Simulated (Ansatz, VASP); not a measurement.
# P: VASP beside Ansatz

```
P
1.0
     1.65458   -5.65218    0.00000
     1.65458    5.65218    0.00000
     0.00000    0.00000    4.56435
P
4
Direct
  0.90612 0.09388 0.08654
  0.59388 0.40612 0.58654
  0.09388 0.90612 0.91346
  0.40612 0.59388 0.41346
```

Alike in both runs: functional PBE; k mesh 12 × 12 × 10; no spin polarisation.

Ansatz relaxed the structure, and its values are those at the end. VASP's run is a single point on that final structure, the one shown.

```csv
,VASP,Ansatz
version,VASP 6.6.1,Ansatz 0.2.0
potentials or method,"VASP PAW PBE potentials, release 64 (P), cutoff 520 eV","scalar-relativistic, plane waves, PAW"
occupations,"gaussian, width 0.01 eV",fixed
valence electrons in the cell,20,20
```

```csv
,VASP,Ansatz,Ansatz less VASP
gap on the k mesh at the Fermi level (eV),0.15,0.13,-0.016
least direct gap on the mesh (eV),0.15,0.13,-0.016
pressure (GPa),-0.3,0.0,+0.31
rms of the force components (eV/Å),0.029,0.000,-0.0292
```

Ansatz's warnings: metallic iterate.
